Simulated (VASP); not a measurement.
Ir, 1 atom in the cell. The structure is cubic, space group Fm-3m (No. 225). The conventional cell has a = 3.934 Å, b = 3.934 Å, c = 3.934 Å, α = 90.00°, β = 90.00°, γ = 90.00°. Ir (site symmetry m-3m) has 12 Ir at 2.78 Å within 3.7 Å. 

- Program: VASP 6.6.1
- Task: single point
- Functional: BLYP
- Potentials or basis: VASP PAW PBE potentials, release 64 (Ir)
- Cutoff: 520 eV
- k mesh: 12 × 12 × 12
- Occupations: fermi-dirac, width 0.05 eV
- Spin: no spin polarisation
- Dipole correction: no
- Further INCAR settings: ALGO = Normal; EDIFF = 1e-07; NBANDS = 10

Potentials or basis: VASP PAW PBE potentials, release 64 (Ir).

The run is started by

```console
$ cat potpaw_PBE.64/Ir/POTCAR > POTCAR
$ mpirun -np 1 vasp_std > vasp.out
```

Hardware: 1 thread of Intel(R) Xeon(R) 6975P-C (Granite Rapids) (shared host).

Task: Estimate the wall time of this run.

Result: Run time: 7.5 s on 1 thread of Intel(R) Xeon(R) 6975P-C (Granite Rapids), with other jobs on the host, peak memory 0.14 GiB. Counts: scf iterations 12, k points 72.
